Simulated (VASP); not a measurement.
Input of a VASP 6.6.1 run:

Contents of INCAR:

```
SYSTEM = AlPt
PREC = Accurate
ENCUT = 500
EDIFF = 1E-6
ISMEAR = 1
SIGMA = 0.15
LREAL = .False.
LASPH = .True.
NELM = 120
ALGO = Normal
ISIF = 2
LWAVE = .False.
LCHARG = .True.
GGA = PS
LELF = .True.
LVHAR = .True.
NBANDS = 14
GGA_COMPAT = .False.
```

KPOINTS

```
regular mesh
0
Gamma
  9 9 9
  0 0 0
```

File POSCAR:

```
AlPt
1.0
    3.0915460000      0.0000000000      0.0000000000
    0.0000000000      3.0915460000      0.0000000000
    0.0000000000      0.0000000000      3.0915460000
Al Pt
1 1
Direct
    0.0000000000      0.0000000000      0.0000000000
    0.5000000000      0.5000000000      0.5000000000
```

Potentials or basis: VASP PAW PBE potentials, release 64 (Al, Pt).

Launch:

```console
$ cat potpaw_PBE.64/Al/POTCAR potpaw_PBE.64/Pt/POTCAR > POTCAR
$ mpirun -np 1 vasp_std > vasp.out
```

Problem. Predict the pressure.

Solution. -5.8 GPa.

Caveat: the PAW data sets were made with another functional, which shifts forces and pressure a little.
